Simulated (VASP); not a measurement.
TiI3, 8 atoms in the cell. The structure is hexagonal, space group P6_3/mcm (No. 193). Conventional cell: a = 7.142 Å, b = 7.142 Å, c = 6.510 Å, α = 90.00°, β = 90.00°, γ = 120.00°. Within 3.7 Å of Ti (site symmetry -3m) lie 6 I at 2.79 Å and 2 Ti at 3.26 Å. Within 3.7 Å of I (site symmetry m2m) lie 2 Ti at 2.79 Å. 

```yaml
Program: VASP 6.6.1
Task: single point
Functional: PBEsol
Potentials_or_basis: VASP PAW PBE potentials, release 64 (Ti_sv, I)
Cutoff: 500 eV
k_mesh: 4 × 4 × 4
Occupations: gaussian, width 0.05 eV
Spin: collinear spin
Starting_moments: "[0.98, 0.98, -0.03, -0.03, -0.03, -0.03, -0.03, -0.03] μB"
Hubbard_terms: Ti d U = 5.0 eV
Dipole_correction: no
Further_INCAR_settings: ALGO = Normal; EDIFF = 1e-06; NBANDS = 47
```

Potentials or basis: VASP PAW PBE potentials, release 64 (Ti_sv, I).

Command:

```sh
$ cat potpaw_PBE.64/Ti_sv/POTCAR potpaw_PBE.64/I/POTCAR > POTCAR
$ mpirun -np 1 vasp_std > vasp.out
```

Hardware: 1 thread of Intel Xeon 8259CL, with other jobs on the host.

**Question.** How long does it take, and how much memory?

**Answer.** Run time: 18 min on 1 thread of Intel Xeon 8259CL (shared host), peak memory 0.6 GiB. Counts: scf iterations 20, k points 12.
